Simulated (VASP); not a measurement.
# PbS (P6_3/mmc) in VASP: further runs

The runs below take PbS through single point, relaxation of cell and atoms, with PBE.

Program: VASP 6.6.1. These are calculated values, not measurements. Logs are shortened: lines on timing, memory, paths and dates and some standing lists are left out, and cuts for length are marked.

## Step 1: The cell of the first run

The structure is hexagonal, space group P6_3/mmc (No. 194). Conventional cell: a = 5.031 Å, b = 5.031 Å, c = 6.023 Å, α = 90.00°, β = 90.00°, γ = 120.00°. Within 3.8 Å of Pb (site symmetry -6m2) lie 5 S at 2.90 to 3.01 Å. Within 3.8 Å of S (site symmetry -6m2) lie 5 Pb at 2.90 to 3.01 Å.

The cell was built from a structure type or drawn by symmetry, and may not be a known phase.

## Step 2: Single point, PBE

The input, INCAR:

```
PREC     = Accurate       # precision mode
ENCUT    = 520            # plane-wave cutoff, eV
EDIFF    = 1E-6           # SCF threshold, eV
ISMEAR   = 0              # smearing method
SIGMA    = 0.02           # smearing width, eV
LREAL    = F              # projectors in reciprocal space
LASPH    = T              # aspherical terms in the spheres
NELM     = 100            # most SCF steps
ALGO     = Normal         # electronic algorithm
ISIF     = 2              # what is computed and relaxed
LWAVE    = F              # write WAVECAR
LCHARG   = T              # write CHGCAR
GGA      = PE             # functional
LELF     = T              # ELF
LVHAR    = T            
NBANDS   = 28             # bands
```

The input, KPOINTS:

```
regular mesh
0
Gamma
  6 6 6
```

The input, POSCAR:

```
PbS
1.0
    5.0309342586      0.0000000000      0.0000000000
   -2.5154671293      4.3569168728      0.0000000000
    0.0000000000      0.0000000000      6.0231295362
Pb S
2 2
Direct
    0.3333333333      0.6666666667      0.2500000000
    0.6666666667      0.3333333333      0.7500000000
    0.6666666667      0.3333333333      0.2500000000
    0.3333333333      0.6666666667      0.7500000000
```

Potentials or basis: VASP PAW PBE potentials, release 64 (Pb_d, S).

The run is started by

```sh
cat potpaw_PBE.64/Pb_d/POTCAR potpaw_PBE.64/S/POTCAR > POTCAR
mpirun -np 1 vasp_std > vasp.out
```

OUTCAR:

```text
PREC = Accurate
   ENCUT = 520
   EDIFF = 1E-6
   ISMEAR = 0
   LREAL = F
   LASPH = T
   NELM = 100
   ISIF = 2
   GGA = PE

 ion  position               nearest neighbor table
   1  0.333  0.667  0.250-   3 2.90   3 2.90   3 2.90   4 3.01   4 3.01
   2  0.667  0.333  0.750-   4 2.90   4 2.90   4 2.90   3 3.01   3 3.01
   3  0.667  0.333  0.250-   1 2.90   1 2.90   1 2.90   2 3.01   2 3.01
   4  0.333  0.667  0.750-   2 2.90   2 2.90   2 2.90   1 3.01   1 3.01

  LATTYP: Found a hexagonal cell.
 ALAT       =     5.0309342586
 C/A-ratio  =     1.1972188915

  Lattice vectors:

 A1 = (   5.0309342586,   0.0000000000,   0.0000000000)
 A2 = (  -2.5154671293,   4.3569168728,   0.0000000000)
 A3 = (   0.0000000000,   0.0000000000,   6.0231295362)

Analysis of symmetry for initial positions (statically):
=====================================================================
 Subroutine PRICEL returns:
 Original cell was already a primitive cell.

 Routine SETGRP: Setting up the symmetry group for a
 hexagonal supercell.

 Subroutine GETGRP returns: Found 24 space group operations
 (whereof 12 operations were pure point group operations)
 out of a pool of 24 trial point group operations.

The static configuration has the point symmetry D_3d.
 The point group associated with its full space group is D_6h.

Analysis of symmetry for dynamics (positions and initial velocities):
=====================================================================
 Subroutine PRICEL returns:
 Original cell was already a primitive cell.

 Routine SETGRP: Setting up the symmetry group for a
 hexagonal supercell.

 Subroutine GETGRP returns: Found 24 space group operations
 (whereof 12 operations were pure point group operations)
 out of a pool of 24 trial point group operations.

The dynamic configuration has the point symmetry D_3d.
 The point group associated with its full space group is D_6h.

 Subroutine INISYM returns: Found 24 space group operations
 (whereof 12 operations are pure point group operations),
 and found     1 'primitive' translations

----------------------------------------------------------------------------------------

                                     Primitive cell

  volume of cell :     132.0232

  direct lattice vectors                    reciprocal lattice vectors
     5.030934259  0.000000000  0.000000000     0.198770238  0.114760050  0.000000000
    -2.515467129  4.356916873  0.000000000     0.000000000  0.229520101  0.000000000
     0.000000000  0.000000000  6.023129536     0.000000000  0.000000000  0.166026647

  length of vectors
     5.030934259  5.030934259  6.023129536     0.229520101  0.229520101  0.166026647

  position of ions in fractional coordinates (direct lattice)
     0.333333333  0.666666667  0.250000000
     0.666666667  0.333333333  0.750000000
     0.666666667  0.333333333  0.250000000
     0.333333333  0.666666667  0.750000000

  ion indices of the primitive-cell ions
   primitive index   ion index
                 1           1
                 2           2
                 3           3
                 4           4

----------------------------------------------------------------------------------------

 KPOINTS: regular mesh

Automatic generation of k-mesh.
 Grid dimensions read from file:
 generate k-points for:    6    6    6

 Generating k-lattice:

  Cartesian coordinates                     Fractional coordinates (reciprocal lattice)
     0.033128373  0.019126675  0.000000000     0.166666667  0.000000000  0.000000000
     0.000000000  0.038253350  0.000000000     0.000000000  0.166666667  0.000000000
     0.000000000  0.000000000  0.027671108     0.000000000  0.000000000  0.166666667

  Length of vectors
     0.038253350  0.038253350  0.027671108

  Shift w.r.t. Gamma in fractional coordinates (k-lattice)
     0.000000000  0.000000000  0.000000000

 Subroutine IBZKPT returns following result:
 ===========================================

 Found     28 irreducible k-points:

 Following reciprocal coordinates:
            Coordinates               Weight
  0.000000  0.000000  0.000000      1.000000
  0.166667  0.000000  0.000000      6.000000
  0.333333 -0.000000  0.000000      6.000000
  0.500000  0.000000  0.000000      3.000000
  0.166667  0.166667  0.000000      6.000000
  0.333333  0.166667  0.000000     12.000000
[... 16 lines left out ...]
  0.166667  0.000000  0.500000      6.000000
  0.333333 -0.000000  0.500000      6.000000
 [... further k-points ...]
   k-points           NKPTS =     28   k-points in BZ     NKDIM =     28   number of bands    NBANDS=     28
   number of dos      NEDOS =    301   number of ions     NIONS =      4
   total plane-waves  NPLWV =  76800
   dimension x,y,z NGX =    40 NGY =   40 NGZ =   48
   dimension x,y,z NGXF=    80 NGYF=   80 NGZF=   96
   ions per type =               2   2
   NGX,Y,Z   is equivalent  to a cutoff of  13.22, 13.22, 13.25 a.u.
   NGXF,Y,Z  is equivalent  to a cutoff of  26.44, 26.44, 26.50 a.u.
 SYSTEM =  unknown system
   PREC   = accura    normal or accurate (medium, high low for compatibility)
   ISTART =      0    job   : 0-new  1-cont  2-samecut
   ICHARG =      2    charge: 1-file 2-atom 10-const
   ISPIN  =      1    spin polarized calculation?
   LNONCOLLINEAR =      F non collinear calculations
   LSORBIT =      F    spin-orbit coupling
   LASPH  =      T    aspherical Exc in radial PAW
   ENCUT  =  520.0 eV  38.22 Ry    6.18 a.u.   9.35  9.35 11.20*2*pi/ulx,y,z
   NELM   =    100;   NELMIN=  2; NELMDL= -5     # of ELM steps
   EDIFF  = 0.1E-05   stopping-criterion for ELM
   LREAL  =      F    real-space projection
   EDIFFG = 0.1E-04   stopping-criterion for IOM
   NSW    =      0    number of steps for IOM
   IBRION =     -1    ionic relax: 0-MD 1-quasi-New 2-CG
   NFREE  =      0    steps in history (QN), initial steepest desc. (CG)
   ISIF   =      2    stress and relaxation
   ISYM   =      2    0-nonsym 1-usesym 2-fastsym
   POTIM  = 0.5000    time-step for ionic-motion
   TEBEG  =    0.0;   TEEND  =   0.0 temperature during run
   PSTRESS=    0.0 pullay stress
   NELECT =      40.0000    total number of electrons
   NUPDOWN=      -1.0000    fix difference up-down
   EMIN   =  10.00;   EMAX   =-10.00  energy-range for DOS
   EFERMI =   0.00;   METHOD = LEGACY
   ISMEAR =     0;   SIGMA  =   0.02  broadening in eV -4-tet -1-fermi 0-gaus
   EFERMI_NEDOS =   21; number of points for ismear=-14 and -15
   IALGO  =     38    algorithm
   IMIX   =      4    mixing-type and parameters
     AMIX     =   0.40;   BMIX     =  1.00
     AMIX_MAG =   1.60;   BMIX_MAG =  1.00
  volume/ion in A,a.u.               =      33.01       222.73
  Fermi-wavevector in a.u.,A,eV,Ry     =   1.099541  2.077831 16.449315  1.208991
  Thomas-Fermi vector in A             =   2.235937
   LORBIT       =      0    0 simple, 1 ext, 2 COOP (PROOUT), +10 PAW based schemes
   GGA     = PE    functional components
   LHFCALC =     F    Hartree Fock is set to
   AEXX    =    0.0000 exact exchange contribution
   IVDW    =     0    specifies the selected vdW correction
   LEPSILON=     F    determine dielectric tensor
   LRPA    =     F    only Hartree local field effects (RPA)
 non-spin polarized calculation
 Gauss-broadening in eV      SIGMA  =   0.02
  energy-cutoff  :      520.00
  volume of cell :      132.02
 maximum number of plane-waves:      3599
 NGX is ok and might be reduce to    40
   NGX = 19   NGY = 19   NGZ = 23

 number of electron      39.9999997 magnetization

 Free energy of the ion-electron system (eV)
  ---------------------------------------------------
  ext. energy  EPLUGINS =         0.00000000
  ---------------------------------------------------
  free energy    TOTEN  =       -17.24092845 eV

  energy without entropy =      -17.24092845  energy(sigma->0) =      -17.24092845

 E-fermi :   3.6090     XC(G=0):  -8.3196

 val. band max:        3.5147398967   @ k =   0.3333   0.3333   0.5000
 cond. band min:       4.9667387058   @ k =   0.3333   0.3333   0.5000
 fundamental gap:      1.4519988092
 Fermi energy:         3.6089837703

 k-point     1 :       0.0000    0.0000    0.0000
  band No.  band energies     occupation
      1     -13.2072      2.00000
      2     -13.1264      2.00000
      3     -13.1264      2.00000
      4     -13.1258      2.00000
      5     -13.1258      2.00000
      6     -13.1242      2.00000
[... 20 lines left out ...]
     27       9.0486      0.00000
     28      10.2595      0.00000

 k-point     2 :       0.1667    0.0000    0.0000
  band No.  band energies     occupation
      1     -13.2062      2.00000
      2     -13.1345      2.00000
      3     -13.1261      2.00000
      4     -13.1261      2.00000
      5     -13.1232      2.00000
      6     -13.1209      2.00000
[... 20 lines left out ...]
     27       9.7105      0.00000
     28       9.9266      0.00000

 k-point     3 :       0.3333   -0.0000    0.0000
  band No.  band energies     occupation
      1     -13.2031      2.00000
      2     -13.1510      2.00000
      3     -13.1296      2.00000
      4     -13.1225      2.00000
      5     -13.1206      2.00000
      6     -13.1122      2.00000
[... 20 lines left out ...]
     27       9.5159      0.00000
     28      10.3974      0.00000

 k-point     4 :       0.5000    0.0000    0.0000
  band No.  band energies     occupation
      1     -13.2003      2.00000
      2     -13.1601      2.00000
      3     -13.1312      2.00000
      4     -13.1204      2.00000
      5     -13.1189      2.00000
      6     -13.1084      2.00000
[... 20 lines left out ...]
     27       9.3640      0.00000
     28      10.2321      0.00000

 k-point     5 :       0.1667    0.1667    0.0000
  band No.  band energies     occupation
      1     -13.2033      2.00000
      2     -13.1480      2.00000
      3     -13.1297      2.00000
      4     -13.1228      2.00000
      5     -13.1201      2.00000
      6     -13.1154      2.00000
[... 20 lines left out ...]
     27       9.3896      0.00000
     28      11.0006      0.00000

 k-point     6 :       0.3333    0.1667    0.0000
  band No.  band energies     occupation
      1     -13.1964      2.00000
      2     -13.1634      2.00000
      3     -13.1332      2.00000
      4     -13.1226      2.00000
      5     -13.1149      2.00000
      6     -13.1085      2.00000
[... 463 lines left out ...]
      5     -13.1173      2.00000
      6     -13.1173      2.00000
[... 20 lines left out ...]
     27      10.1495      0.00000
     28      10.3853      0.00000

 k-point    22 :       0.0000    0.0000    0.5000
  band No.  band energies     occupation
      1     -13.1383      2.00000
      2     -13.1383      2.00000
      3     -13.1383      2.00000
      4     -13.1383      2.00000
      5     -13.1375      2.00000
      6     -13.1375      2.00000
[... 20 lines left out ...]
     27       9.7875      0.00000
     28       9.7875      0.00000

 k-point    23 :       0.1667    0.0000    0.5000
  band No.  band energies     occupation
      1     -13.1477      2.00000
      2     -13.1477      2.00000
      3     -13.1347      2.00000
      4     -13.1347      2.00000
      5     -13.1250      2.00000
      6     -13.1250      2.00000
[... 20 lines left out ...]
     27      10.4301      0.00000
     28      10.4301      0.00000

 k-point    24 :       0.3333   -0.0000    0.5000
  band No.  band energies     occupation
      1     -13.1505      2.00000
      2     -13.1505      2.00000
      3     -13.1271      2.00000
      4     -13.1271      2.00000
      5     -13.1203      2.00000
      6     -13.1203      2.00000
[... 20 lines left out ...]
     27      10.9256      0.00000
     28      10.9256      0.00000

 [... further k-points ...]
[... 5 lines left out ...]
  --------------------------------------------------------------------------------------
  -------------------------------------------------------------------------------------
  Total       -0.0441253     -0.0441253     -0.0677065      0.0000000      0.0000000     -0.0000000
  in kB       -0.5354865     -0.5354865     -0.8216570      0.0000000      0.0000000     -0.0000000
  external PRESSURE =      -0.6308767 kB  Pullay stress =       0.0000000 kB

 VOLUME and BASIS-vectors are now :
 -----------------------------------------------------------------------------
  energy-cutoff  :      520.00
  volume of cell :      132.02
      direct lattice vectors                 reciprocal lattice vectors
     5.030934259  0.000000000  0.000000000     0.198770238  0.114760050  0.000000000
    -2.515467129  4.356916873  0.000000000     0.000000000  0.229520101  0.000000000
     0.000000000  0.000000000  6.023129536     0.000000000  0.000000000  0.166026647

 POSITION                                       TOTAL-FORCE (eV/Angst)
 -----------------------------------------------------------------------------------
     -0.00000      2.90461      1.50578         0.000000     -0.000000      0.000000
      2.51547      1.45231      4.51735         0.000000     -0.000000      0.000000
      2.51547      1.45231      1.50578        -0.000000     -0.000000      0.000000
     -0.00000      2.90461      4.51735         0.000000      0.000000      0.000000
 -----------------------------------------------------------------------------------
    total drift:                                0.000000     -0.000000      0.000000

  FREE ENERGIE OF THE ION-ELECTRON SYSTEM (eV)
  ---------------------------------------------------
  free  energy   TOTEN  =       -17.2409284529 eV

  energy  without entropy=      -17.2409284529  energy(sigma->0) =      -17.24092845
```

Run time: 2.1 min. Hardware: 1 thread of Intel Xeon Platinum 8259CL at 2.50GHz (Skylake/Cascade Lake), shared host; peak memory 0.3 GiB.

What came out:

| Property | Result |
| --- | --- |
| Free energy | -17.2409 eV |
| Pressure | -0.1 GPa |
| Band gap on the k mesh | 1.45 eV |

Levels at points of the mesh, in eV from the valence-band top:
```csv
k point,band 18,band 19,band 20,band 21,band 22,band 23
"(0.00, 0.00, 0.00)",-1.82,-1.79,-1.79,2.07,2.07,3.38
"(0.50, 0.00, 0.00)",-2.16,-2.02,-0.69,2.97,3.09,4.23
"(0.00, 0.00, 0.50)",-2.36,-1.24,-1.24,2.36,2.36,2.36
"(0.50, 0.00, 0.50)",-1.79,-0.60,-0.60,1.65,1.65,3.09
```

Caveat: spin-orbit coupling is left out, which moves the levels of the heavy elements. A k mesh can miss the band edges.

## Step 3: Relaxation of cell and atoms, PBE

This run uses another cell than the first one, of 32.72 Å³/atom.

The input, INCAR:

```
SYSTEM = PbS
ALGO = Normal
EDIFF = 1E-7
EDIFFG = -0.01
ENCUT = 600
GGA = PE
IBRION = 2
ISIF = 3
ISMEAR = 0
LASPH = .True.
LCHARG = .False.
LREAL = .False.
LWAVE = .False.
NELM = 100
NSW = 100
PREC = Accurate
SIGMA = 0.02
```

The input, KPOINTS:

```
k-points
0
Gamma
  6 6 6
  0 0 0
```

The input, POSCAR:

```
PbS
1.0
    5.0102055353      0.0000000000      0.0000000000
   -2.5051027676      4.3389652717      0.0000000000
    0.0000000000      0.0000000000      6.0209256154
Pb S
2 2
Direct
    0.3333333333      0.6666666667      0.2500000000
    0.6666666667      0.3333333333      0.7500000000
    0.6666666667      0.3333333333      0.2500000000
    0.3333333333      0.6666666667      0.7500000000
```

Potentials or basis: VASP PAW PBE potentials, release 64 (Pb_d, S).

The run is started by

```sh
cat potpaw_PBE.64/Pb_d/POTCAR potpaw_PBE.64/S/POTCAR > POTCAR
mpirun -np 1 vasp_std > vasp.out
```

It took 6.3 min on 1 thread of Intel Xeon Platinum 8259CL at 2.50GHz (Skylake/Cascade Lake), shared host; peak memory 0.32 GiB.

It converged, with:

```yaml
Free_energy: -17.2413 eV
Relaxed_volume: 32.99 Å³/atom
Relaxed_cell: a = 5.030 Å, b = 5.030 Å, c = 6.021 Å, α = 90.00°, β = 90.00°, γ = 120.00°
Space_group_after_relaxing_to_0.1_Å: P6_3/mmc (No. 194)
Energy_gained_by_relaxing: 0.4 meV/atom
Ionic_steps: 4
Pressure_after_relaxing: 0.0 GPa
Band_gap_on_the_k_mesh: 1.45 eV
```

Step by step:
| step | energy change (eV) | largest force (eV/Å) | pressure (GPa) | volume (Å³) |
| --- | --- | --- | --- | --- |
| 1 | 0.0000 | 0.0000 | 0.33 | 130.89 |
| 2 | -0.0014 | 0.0000 | -0.07 | 132.16 |
| 3 | -0.0014 | 0.0000 | -0.02 | 132.01 |
| 4 | -0.0014 | 0.0000 | 0.00 | 131.95 |

Final structure:
```cif
data_structure
_symmetry_space_group_name_H-M 'P 1'
_symmetry_Int_Tables_number 1
_cell_length_a 5.0302
_cell_length_b 5.0302
_cell_length_c 6.0214
_cell_angle_alpha 90.000
_cell_angle_beta 90.000
_cell_angle_gamma 120.000
_cell_volume 131.95
loop_
_atom_site_label
_atom_site_type_symbol
_atom_site_fract_x
_atom_site_fract_y
_atom_site_fract_z
_atom_site_occupancy
Pb1 Pb 0.33333 0.66667 0.25000 1
Pb2 Pb 0.66667 0.33333 0.75000 1
S1 S 0.66667 0.33333 0.25000 1
S2 S 0.33333 0.66667 0.75000 1
```

Levels at points of the mesh, in eV from the valence-band top:
| k point | band 16 | band 17 | band 18 | band 19 | band 20 | band 21 | band 22 | band 23 | band 24 |
| --- | --- | --- | --- | --- | --- | --- | --- | --- | --- |
| (0.00, 0.00, 0.00) | -2.93 | -2.93 | -1.82 | -1.80 | -1.80 | 2.06 | 2.06 | 3.38 | 3.38 |
| (0.50, 0.00, 0.00) | -3.56 | -2.76 | -2.16 | -2.02 | -0.69 | 2.97 | 3.09 | 4.23 | 4.40 |
| (0.00, 0.00, 0.50) | -2.36 | -2.36 | -2.36 | -1.24 | -1.24 | 2.36 | 2.36 | 2.36 | 2.36 |
| (0.50, 0.00, 0.50) | -2.91 | -1.80 | -1.80 | -0.60 | -0.60 | 1.65 | 1.65 | 3.09 | 3.09 |

Caveat: spin-orbit coupling is left out, which moves the levels of the heavy elements. A k mesh can miss the band edges.
